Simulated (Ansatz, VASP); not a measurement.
## Two plane-wave programs on TiO2

```
CELL_PARAMETERS angstrom
0.01798 2.39683 2.39683
2.39683 0.01798 2.39683
2.41480 2.41480 0.00000
ATOMIC_POSITIONS crystal
Ti 0.00000 0.00000 0.00000
O 0.24915 0.24915 0.25085
O 0.75085 0.75085 0.74915
```

Change from the starting cell: shear_xy strain +1.5%.

Alike in both runs: task single point; functional r2SCAN; k mesh 10 × 10 × 10; no spin polarisation.

|  | VASP | Ansatz |
| --- | --- | --- |
| version | VASP 6.6.1 | Ansatz 0.2.0 |
| potentials or method | VASP PAW PBE potentials, release 64 (Ti_sv, O_h) | plane waves, PAW |
| plane-wave cutoff (eV) | 910 | 500 |
| occupations | gaussian, width 0.01 eV | fixed |
| valence electrons in the cell | 24 | 24 |

Ansatz gave:

```
gap on the k mesh at the Fermi level (eV) : 1.51
```

Task: What did VASP give for the same quantities?

Result: gap on the k mesh at the Fermi level (eV): 1.55.

VASP's potentials were made for PBE, not for r2SCAN.

Noted on VASP's run: the cutoff is short for stress, so the pressure is rough.
